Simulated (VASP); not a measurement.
Input of a VASP 6.6.1 run:

File INCAR:

```
SYSTEM = Ga
PREC = Accurate
ENCUT = 520
EDIFF = 1E-6
ISMEAR = -1
SIGMA = 0.1
LREAL = .FALSE.
LASPH = .TRUE.
NELM = 100
ALGO = Normal
ISIF = 2
LWAVE = .FALSE.
LCHARG = .FALSE.
GGA = B5
ALDAX = 1.0
AGGAX = 1.0
AGGAC = 1.0
ALDAC = 0.0
NBANDS = 12
```

The input KPOINTS:

```
regular mesh
0
G
  14 14 14
  0 0 0
```

The input POSCAR:

```
Ga
1.0
   -1.6895714734      1.6895714734      1.6895714734
    1.6895714734     -1.6895714734      1.6895714734
    1.6895714734      1.6895714734     -1.6895714734
Ga
1
Direct
    0.0000000000      0.0000000000      0.0000000000
```

Potentials or basis: VASP PAW PBE potentials, release 64 (Ga_d).

The run is started by

```sh
$ cat potpaw_PBE.64/Ga_d/POTCAR > POTCAR
$ mpirun -np 1 vasp_std > vasp.out
```

Problem. Estimate the pressure.

Solution. 5.1 GPa.

Caveat: the PAW data sets were made with another functional, which shifts forces and pressure a little.
